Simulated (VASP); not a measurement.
Set up this calculation in VASP 6.6.1, as the native input.

```yaml
Task: single point
Functional: HSE06
Potentials_or_basis: VASP PAW PBE potentials, release 64 (Ca_sv, S)
Cutoff: 400 eV
k_mesh: 6 × 6 × 6
Occupations: gaussian, width 0.01 eV
Spin: no spin polarisation
Dipole_correction: no
Grid_for_exact_exchange_PRECFOCK: Normal
Further_INCAR_settings: ALGO = Normal; EDIFF = 1e-06; NBANDS = 15
Share_of_exact_exchange: 0.25
Screening_parameter: 0.2079 1/Å
```

CaS:

```
CELL_PARAMETERS angstrom
0.00000 2.84794 2.84794
2.84794 0.00000 2.84794
2.84794 2.84794 0.00000
ATOMIC_POSITIONS crystal
Ca 0.00000 0.00000 0.00000
S 0.50000 0.50000 0.50000
```

The input as run:

POSCAR

```
CaS
1.0
    0.0000000000      2.8479357432      2.8479357432
    2.8479357432      0.0000000000      2.8479357432
    2.8479357432      2.8479357432      0.0000000000
Ca S
1 1
Direct
    0.0000000000      0.0000000000      0.0000000000
    0.5000000000      0.5000000000      0.5000000000
```

INCAR.step1

```
  PREC = Accurate
  ENCUT = 400
  EDIFF = 1E-5
  ISMEAR = 0
  SIGMA = 0.01
  LREAL = False
  LASPH = True
  NELM = 120
  ALGO = Normal
  ISIF = 2
  LWAVE = True
  LCHARG = False
  NBANDS = 15
  GGA = PE
  GGA_COMPAT = False
```

INCAR.step2

```
  PREC = Accurate
  ENCUT = 400
  EDIFF = 1E-6
  ISMEAR = 0
  SIGMA = 0.01
  LREAL = False
  LASPH = True
  NELM = 120
  ALGO = Normal
  ISIF = 2
  LWAVE = False
  LCHARG = False
  GGA = PE
  LHFCALC = True
  HFSCREEN = 0.2079
  PRECFOCK = Normal
  NBANDS = 15
  ISTART = 1
  GGA_COMPAT = False
```

KPOINTS

```
regular mesh
0
Gamma
  6 6 6
```

Potentials or basis: VASP PAW PBE potentials, release 64 (Ca_sv, S).

Command:

```sh
$ cat potpaw_PBE.64/Ca_sv/POTCAR potpaw_PBE.64/S/POTCAR > POTCAR
$ cp INCAR.step1 INCAR
$ mpirun -np 1 vasp_std > vasp.out
$ cp INCAR.step2 INCAR
$ mpirun -np 1 vasp_std > vasp.out
```

Results of the run:

```yaml
Pressure: 0.3 GPa
Band_gap_on_the_k_mesh: 3.40 eV (least direct gap 4.31 eV)
```

Caveat: the PAW data sets were made with another functional, which shifts forces and pressure a little.

Wall time 19 min on 1 thread of Intel(R) Xeon(R) Platinum 8488C (Sapphire Rapids), on a shared host, peak memory 0.27 GiB.
